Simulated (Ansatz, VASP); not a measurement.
## BiRh in VASP and in Ansatz

```xyz
4
Lattice="4.1076 0.0000 0.0000 -2.0538 3.5573 0.0000 0.0000 0.0000 5.6818" Properties=species:S:1:pos:R:3 pbc="T T T"
Bi    0.0000    2.3715    1.4205
Bi    2.0538    1.1858    4.2614
Rh    0.0000    0.0000    0.0000
Rh    0.0000    0.0000    2.8409
```

Change from the starting cell: volume scaled by 1.01.

Alike in both runs: task single point; functional LDA; k mesh 12 × 12 × 7; occupations fermi-dirac, width 0.03 eV; no spin polarisation.

|  | VASP | Ansatz |
| --- | --- | --- |
| version | VASP 6.6.1 | Ansatz 0.2.0 |
| potentials or method | VASP PAW LDA potentials, release 64 (Bi_d, Rh_pv), cutoff 520 eV | all-electron LAPW, scalar-relativistic |

```tsv
	VASP	Ansatz	Ansatz less VASP
pressure (GPa)	-3.6	-3.9	-0.32
traceless stress, the component that is largest in VASP (GPa)	-0.87	-0.90	-0.030
```

LDA's correlation is that of Perdew and Zunger in VASP and of Perdew and Wang (1992) in Ansatz. Ansatz ran all-electron here, and VASP with PAW potentials.

Neither program's run includes spin-orbit coupling.
